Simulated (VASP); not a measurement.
Input of a VASP 6.6.1 run:

The input INCAR:

```
SYSTEM = Te
ALGO = Normal
EDIFF = 1E-7
ENCUT = 520
GGA = PS
ISIF = 2
ISMEAR = -1
LASPH = .TRUE.
LCHARG = .TRUE.
LELF = .TRUE.
LREAL = .FALSE.
LVHAR = .TRUE.
LWAVE = .FALSE.
NBANDS = 13
NELM = 80
PREC = Accurate
SIGMA = 0.1
```

KPOINTS

```
k-points
0
G
  11 11 11
  0 0 0
```

POSCAR

```
Te
1.0
    1.9057212893     -1.1002686994      4.1922566834
    0.0000000000      2.2005373988      4.1922566834
   -1.9057212893     -1.1002686994      4.1922566834
Te
2
Direct
    0.2500000368      0.2500000368      0.2500000368
   -0.2500000368     -0.2500000368     -0.2500000368
```

Potentials or basis: VASP PAW PBE potentials, release 64 (Te).

Command:

```bash
$ cat potpaw_PBE.64/Te/POTCAR > POTCAR
$ mpirun -np 1 vasp_std > vasp.out
```

(1) Predict the pressure.

(2) Estimate the band gap on the k mesh.

## Answers

(1) 9.0 GPa.

(2) zero (band 6 reaches 11.30 eV, above the bottom of band 7 at 6.94 eV).

Caveat: the PAW data sets were made with another functional, which shifts forces and pressure a little; spin-orbit coupling is left out, which moves the levels of the heavy elements.
